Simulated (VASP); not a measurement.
# Si in VASP: single point with r2SCAN

Aim: the single point of Si with r2SCAN.

Program: VASP 6.6.1. These are calculated values, not measurements. Logs are shortened: lines on timing, memory, paths and dates and some standing lists are left out, and cuts for length are marked.

### 1 The cell of the first run

The typed cell holds 1 atom: a = 2.603 Å, b = 2.604 Å, c = 2.473 Å, α = 89.99°, β = 89.99°, γ = 116.32°.

### 2 Single point, r2SCAN

POSCAR

```
Si
1.0
    2.6019288548      0.0881946494      0.0015150976
   -1.2327855847      2.2932857479      0.0033133161
   -0.0009938039     -0.0033775823      2.4729152977
Si
1
Direct
    0.0000000000      0.0000000000      0.0000000000
```

INCAR.step1

```
PREC = Accurate
ENCUT = 550
ISMEAR = 0
SIGMA = 0.15
LREAL = F
LASPH = T
NELM = 120
NBANDS = 8
GGA = PE
ALGO = Normal
EDIFF = 1E-5
LWAVE = T
LCHARG = F
GGA_COMPAT = F
```

INCAR.step2

```
PREC = Accurate
ENCUT = 550
EDIFF = 1E-6
ISMEAR = 0
SIGMA = 0.15
LREAL = F
LASPH = T
NELM = 120
ALGO = Normal
ISIF = 2
LWAVE = F
LCHARG = F
METAGGA = R2SCAN
LMIXTAU = T
NBANDS = 8
ISTART = 1
GGA_COMPAT = F
```

KPOINTS

```
regular mesh
0
Gamma
  12 12 14
```

Potentials or basis: VASP PAW PBE potentials, release 64 (Si).

Launch:

```sh
> cat potpaw_PBE.64/Si/POTCAR > POTCAR
> cp INCAR.step1 INCAR
> mpirun -np 1 vasp_std > vasp.out
> cp INCAR.step2 INCAR
> mpirun -np 1 vasp_std > vasp.out
```

OUTCAR:

```text
PREC = Accurate
   ENCUT = 550
   EDIFF = 1E-6
   ISMEAR = 0
   LREAL = F
   LASPH = T
   NELM = 120
   ISIF = 2
   METAGGA = R2SCAN
   ISTART = 1

 ion  position               nearest neighbor table
   1  0.000  0.000  0.000-

  LATTYP: Found a triclinic cell.
 ALAT       =     2.7470030015
 B/A-ratio  =     0.9477323405
 C/A-ratio  =     0.9002239177
 COS(alpha) =     0.0001340493
 COS(beta)  =     0.0003733122
 COS(gamma) =     0.5274970614

  Lattice vectors:

 A1 = (  -1.3691432701,  -2.3814803973,  -0.0048284137)
 A2 = (  -2.6019288548,  -0.0881946494,  -0.0015150976)
 A3 = (   0.0009938039,   0.0033775823,  -2.4729152977)

Analysis of symmetry for initial positions (statically):
=====================================================================
 Subroutine PRICEL returns:
 Original cell was already a primitive cell.

 Routine SETGRP: Setting up the symmetry group for a
 triclinic supercell.

 Subroutine GETGRP returns: Found  2 space group operations
 (whereof  2 operations were pure point group operations)
 out of a pool of  2 trial point group operations.

The static configuration has the point symmetry S_2 .

Analysis of symmetry for dynamics (positions and initial velocities):
=====================================================================
 Subroutine PRICEL returns:
 Original cell was already a primitive cell.

 Routine SETGRP: Setting up the symmetry group for a
 triclinic supercell.

 Subroutine GETGRP returns: Found  2 space group operations
 (whereof  2 operations were pure point group operations)
 out of a pool of  2 trial point group operations.

The dynamic configuration has the point symmetry S_2 .

 Subroutine INISYM returns: Found  2 space group operations
 (whereof  2 operations are pure point group operations),
 and found     1 'primitive' translations

----------------------------------------------------------------------------------------

                                     Primitive cell

  volume of cell :      15.0247

  direct lattice vectors                    reciprocal lattice vectors
     2.601928855  0.088194649  0.001515098     0.377452410  0.202903834  0.000428821
    -1.232785585  2.293285748  0.003313316    -0.014516289  0.428251303  0.000579085
    -0.000993804 -0.003377582  2.472915298    -0.000211807 -0.000698104  0.404379977

  length of vectors
     2.603423584  2.603637993  2.472917804     0.428532929  0.428497651  0.404380635

  position of ions in fractional coordinates (direct lattice)
     0.000000000  0.000000000  0.000000000

  ion indices of the primitive-cell ions
   primitive index   ion index
                 1           1

----------------------------------------------------------------------------------------

 KPOINTS: regular mesh

Automatic generation of k-mesh.
 Grid dimensions read from file:
 generate k-points for:   12   12   14

 Generating k-lattice:

  Cartesian coordinates                     Fractional coordinates (reciprocal lattice)
     0.031454368  0.016908653  0.000035735     0.083333333 -0.000000000  0.000000000
    -0.001209691  0.035687609  0.000048257    -0.000000000  0.083333333  0.000000000
    -0.000015129 -0.000049865  0.028884284     0.000000000  0.000000000  0.071428571

  Length of vectors
     0.035711077  0.035708138  0.028884331

  Shift w.r.t. Gamma in fractional coordinates (k-lattice)
     0.000000000  0.000000000  0.000000000

 Subroutine IBZKPT returns following result:
 ===========================================

 Found   1012 irreducible k-points:

 Following reciprocal coordinates:
            Coordinates               Weight
  0.000000  0.000000  0.000000      1.000000
  0.083333  0.000000 -0.000000      2.000000
  0.166667 -0.000000  0.000000      2.000000
  0.250000 -0.000000  0.000000      2.000000
  0.333333 -0.000000  0.000000      2.000000
  0.416667 -0.000000  0.000000      2.000000
[... 16 lines left out ...]
  0.250000  0.166667 -0.000000      2.000000
  0.333333  0.166667  0.000000      2.000000
 [... further k-points ...]
   k-points           NKPTS =   1012   k-points in BZ     NKDIM =   1012   number of bands    NBANDS=      8
   number of dos      NEDOS =    301   number of ions     NIONS =      1
   total plane-waves  NPLWV =   8000
   dimension x,y,z NGX =    20 NGY =   20 NGZ =   20
   dimension x,y,z NGXF=    40 NGYF=   40 NGZF=   40
   ions per type =               1
   NGX,Y,Z   is equivalent  to a cutoff of  12.77, 12.77, 13.45 a.u.
   NGXF,Y,Z  is equivalent  to a cutoff of  25.54, 25.54, 26.89 a.u.
 SYSTEM =  unknown system
   PREC   = accura    normal or accurate (medium, high low for compatibility)
   ISTART =      1    job   : 0-new  1-cont  2-samecut
   ICHARG =      0    charge: 1-file 2-atom 10-const
   ISPIN  =      1    spin polarized calculation?
   LNONCOLLINEAR =      F non collinear calculations
   LSORBIT =      F    spin-orbit coupling
   LASPH  =      T    aspherical Exc in radial PAW
   ENCUT  =  550.0 eV  40.42 Ry    6.36 a.u.   4.98  4.98  4.73*2*pi/ulx,y,z
   NELM   =    120;   NELMIN=  2; NELMDL=  0     # of ELM steps
   EDIFF  = 0.1E-05   stopping-criterion for ELM
   LREAL  =      F    real-space projection
[... 7 lines left out ...]
   TEBEG  =    0.0;   TEEND  =   0.0 temperature during run
   PSTRESS=    0.0 pullay stress
   NELECT =       4.0000    total number of electrons
   NUPDOWN=      -1.0000    fix difference up-down
   EMIN   =  10.00;   EMAX   =-10.00  energy-range for DOS
   EFERMI =   0.00;   METHOD = LEGACY
   ISMEAR =     0;   SIGMA  =   0.15  broadening in eV -4-tet -1-fermi 0-gaus
   EFERMI_NEDOS =   21; number of points for ismear=-14 and -15
   IALGO  =     38    algorithm
   IMIX   =      4    mixing-type and parameters
     AMIX     =   0.40;   BMIX     =  1.00
     AMIX_MAG =   1.60;   BMIX_MAG =  1.00
  volume/ion in A,a.u.               =      15.02       101.39
  Fermi-wavevector in a.u.,A,eV,Ry     =   1.053156  1.990177 15.090740  1.109138
  Thomas-Fermi vector in A             =   2.188267
   LORBIT       =      0    0 simple, 1 ext, 2 COOP (PROOUT), +10 PAW based schemes
   METAGGA = R2SCAN    functional components
   LHFCALC =     F    Hartree Fock is set to
   AEXX    =    0.0000 exact exchange contribution
   IVDW    =     0    specifies the selected vdW correction
   LEPSILON=     F    determine dielectric tensor
   LRPA    =     F    only Hartree local field effects (RPA)
 non-spin polarized calculation
 Gauss-broadening in eV      SIGMA  =   0.15
  energy-cutoff  :      550.00
  volume of cell :       15.02
 maximum number of plane-waves:       456
   NGX =  9   NGY =  9   NGZ =  9

 number of electron       4.0000000 magnetization

 Free energy of the ion-electron system (eV)
  ---------------------------------------------------
  ext. energy  EPLUGINS =         0.00000000
  ---------------------------------------------------
  free energy    TOTEN  =        -8.33462397 eV

  energy without entropy =       -8.33262719  energy(sigma->0) =       -8.33362558

 E-fermi :   9.4595     XC(G=0): -11.5562

 val. band max:        9.4115451241   @ k =  -0.4167  -0.4167   0.2143
 cond. band min:       9.5341657661   @ k =  -0.4167  -0.2500   0.3571
 fundamental gap:      0.1226206419
 Fermi energy:         9.4595098192

 k-point     1 :       0.0000    0.0000    0.0000
  band No.  band energies     occupation
      1      -5.2958      2.00000
      2      17.3081      0.00000
      3      17.9172      0.00000
      4      19.2865      0.00000
      5      20.5343      0.00000
      6      21.0043      0.00000
      7      23.5645      0.00000
      8      28.3971      0.00000

 k-point     2 :       0.0833    0.0000   -0.0000
  band No.  band energies     occupation
      1      -5.1011      2.00000
      2      16.0630      0.00000
      3      18.0817      0.00000
      4      18.5483      0.00000
      5      19.2612      0.00000
      6      22.6178      0.00000
      7      24.0785      0.00000
      8      29.9522      0.00000

 k-point     3 :       0.1667   -0.0000    0.0000
  band No.  band energies     occupation
      1      -4.5184      2.00000
      2      13.0855      0.00000
      3      17.5028      0.00000
      4      18.5735      0.00000
      5      18.6772      0.00000
      6      22.9691      0.00000
      7      26.2518      0.00000
      8      32.3906      0.00000

 k-point     4 :       0.2500   -0.0000    0.0000
  band No.  band energies     occupation
      1      -3.5522      2.00000
      2       9.8817      0.00007
      3      16.6513      0.00000
      4      17.9937      0.00000
      5      19.3851      0.00000
      6      23.5717      0.00000
      7      28.8801      0.00000
      8      31.2422      0.00000

 k-point     5 :       0.3333   -0.0000    0.0000
  band No.  band energies     occupation
      1      -2.2121      2.00000
      2       6.8599      2.00000
      3      16.0224      0.00000
      4      17.3335      0.00000
      5      20.4943      0.00000
      6      24.6768      0.00000
      7      28.7546      0.00000
      8      31.4604      0.00000
[... 177 lines left out ...]
 k-point    22 :       0.1667    0.1667    0.0000
  band No.  band energies     occupation
      1      -3.0644      2.00000
      2      10.5876      0.00000
      3      11.1399      0.00000
      4      19.7878      0.00000
      5      21.3720      0.00000
      6      25.9320      0.00000
      7      28.5801      0.00000
      8      31.3406      0.00000

 k-point    23 :       0.2500    0.1667   -0.0000
  band No.  band energies     occupation
      1      -1.7721      2.00000
      2       7.7820      2.00000
      3      10.2140      0.00000
      4      20.8462      0.00000
      5      22.2028      0.00000
      6      26.5128      0.00000
      7      29.4240      0.00000
      8      30.5894      0.00000

 k-point    24 :       0.3333    0.1667    0.0000
  band No.  band energies     occupation
      1      -0.1286      2.00000
      2       5.0355      2.00000
      3       9.8840      0.00006
      4      22.1150      0.00000
      5      22.5520      0.00000
      6      27.2052      0.00000
      7      27.3464      0.00000
      8      31.6040      0.00000

 [... further k-points ...]
[... 5 lines left out ...]
  --------------------------------------------------------------------------------------
  -------------------------------------------------------------------------------------
  Total       -0.0083527     -0.0083829     -0.0129099      0.0023552     -0.0038179     -0.0011394
  in kB       -0.8907029     -0.8939256     -1.3766663      0.2511472     -0.4071213     -0.1215038
  external PRESSURE =      -1.0537649 kB  Pullay stress =       0.0000000 kB

 VOLUME and BASIS-vectors are now :
 -----------------------------------------------------------------------------
  energy-cutoff  :      550.00
  volume of cell :       15.02
      direct lattice vectors                 reciprocal lattice vectors
     2.601928855  0.088194649  0.001515098     0.377452410  0.202903834  0.000428821
    -1.232785585  2.293285748  0.003313316    -0.014516289  0.428251303  0.000579085
    -0.000993804 -0.003377582  2.472915298    -0.000211807 -0.000698104  0.404379977

 POSITION                                       TOTAL-FORCE (eV/Angst)
 -----------------------------------------------------------------------------------
      0.00000      0.00000      0.00000        -0.000000      0.000000     -0.000000
 -----------------------------------------------------------------------------------
    total drift:                                0.000000      0.000000      0.000000

  FREE ENERGIE OF THE ION-ELECTRON SYSTEM (eV)
  ---------------------------------------------------
  free  energy   TOTEN  =        -8.3346239700 eV

  energy  without entropy=       -8.3326271940  energy(sigma->0) =       -8.33362558
```

Wall time 2.6 min (1 thread of Intel Xeon Platinum 8488C (Sapphire Rapids), shared host); peak memory 0.22 GiB.

Results:

* Free energy: -8.3346 eV
* Pressure: -0.1 GPa
* Band gap on the k mesh: zero (bands 2 and 3 overlap by 12.42 eV)

Levels at points of the mesh, in eV from the Fermi level:
| k point | band 1 | band 2 | band 3 | band 4 | band 5 | band 6 |
| --- | --- | --- | --- | --- | --- | --- |
| (0.00, 0.00, 0.00) | -14.76 | 7.85 | 8.46 | 9.83 | 11.07 | 11.54 |
| (0.50, 0.00, 0.00) | -8.41 | -7.24 | 6.07 | 7.24 | 13.25 | 15.91 |
| (0.00, 0.50, 0.00) | -8.41 | -7.24 | 6.07 | 7.24 | 13.25 | 15.91 |
| (0.50, 0.50, 0.00) | -7.30 | -6.86 | 3.71 | 5.75 | 14.11 | 16.12 |
| (0.00, 0.00, 0.50) | -9.62 | -7.47 | 13.78 | 14.45 | 15.02 | 16.41 |
| (0.50, 0.00, 0.50) | -3.24 | -2.64 | -2.35 | 1.68 | 10.00 | 13.59 |
| (0.00, 0.50, 0.50) | -3.24 | -2.64 | -2.35 | 1.68 | 10.00 | 13.59 |
| (0.50, 0.50, 0.50) | -2.90 | -1.82 | -1.05 | 2.05 | 7.63 | 11.55 |

Caveat: the PAW data sets were made with another functional, which shifts forces and pressure a little.
